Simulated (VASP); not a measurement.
## Ir: single point with PBE

Ir:

```
Ir
1.0
     0.00000    2.07998    1.78234
     2.07998    0.00000    1.78234
     2.07998    2.07998    0.00000
Ir
1
Direct
  0.00000 0.00000 0.00000
```

```json
{
 "Program": "VASP 6.6.1",
 "Task": "single point",
 "Functional": "PBE",
 "Potentials or basis": "VASP PAW PBE potentials, release 64 (Ir)",
 "Cutoff": "520 eV",
 "k mesh": "22 × 22 × 22",
 "Occupations": "gaussian, width 0.15 eV",
 "Spin": "no spin polarisation"
}
```

```
Pressure               : -14.0 GPa
Band gap on the k mesh : zero (an odd number of electrons rules out a gap without spin polarisation)
```

Stress tensor (GPa, compression positive):
```
-26.08   0.00   0.00
  0.00 -26.08   0.00
  0.00   0.00  10.04
```

Levels at points of the mesh, in eV from the Fermi level:
```tsv
k point	band 1	band 2	band 3	band 4	band 5	band 6	band 7	band 8	band 9
(0.00, 0.00, 0.00)	-10.13	-3.67	-3.67	-2.15	-2.12	-0.17	14.96	18.24	18.24
(0.50, 0.00, 0.00)	-7.12	-4.29	-2.31	-0.37	0.27	1.38	6.69	13.67	17.78
(0.50, 0.50, 0.00)	-6.71	-6.49	0.82	1.39	1.39	4.08	9.62	9.62	12.03
(0.50, 0.00, 0.50)	-6.95	-6.09	0.50	0.50	0.87	1.89	8.33	11.81	13.26
```

It took 2.4 min on 1 thread of Intel Xeon 8259CL, with other jobs on the host, peak memory 0.25 GiB.

Caveat: the stress differs along the axes, from -26 to 10 GPa; spin-orbit coupling is left out, which moves the levels of the heavy elements.
